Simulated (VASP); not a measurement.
A run of VASP 6.6.1:

Contents of INCAR:

```
SYSTEM = Ti
ALGO = Normal
EDIFF = 1E-6
ENCUT = 500
GGA = PE
GGA_COMPAT = .FALSE.
ISIF = 2
ISMEAR = -1
LASPH = .TRUE.
LCHARG = .FALSE.
LREAL = .FALSE.
LWAVE = .FALSE.
NBANDS = 19
NELM = 120
PREC = Accurate
SIGMA = 0.06
```

KPOINTS

```
k-points
0
G
  6 6 4
  0 0 0
```

Contents of POSCAR:

```
Ti
1.0
    2.9500000000      0.0000000000      0.0000000000
   -1.4750000000      2.5547749412      0.0000000000
    0.0000000000      0.0000000000      4.6800000000
Ti
2
Direct
    0.6666666667      0.3333333333      0.7500000000
    0.3333333333      0.6666666667      0.2500000000
```

Potentials or basis: VASP PAW PBE potentials, release 64 (Ti_sv).

Run with:

```console
$ cat potpaw_PBE.64/Ti_sv/POTCAR > POTCAR
$ mpirun -np 1 vasp_std > vasp.out
```

Hardware: 1 thread of Intel(R) Xeon(R) Platinum 8259CL CPU @ 2.50GHz (Skylake/Cascade Lake), with other jobs on the host.

Q: Estimate the wall time of this run.

A: Run time: 15 s on 1 thread of Intel(R) Xeon(R) Platinum 8259CL CPU @ 2.50GHz (Skylake/Cascade Lake) (shared host), peak memory 0.15 GiB. Counts: scf iterations 14, k points 21.
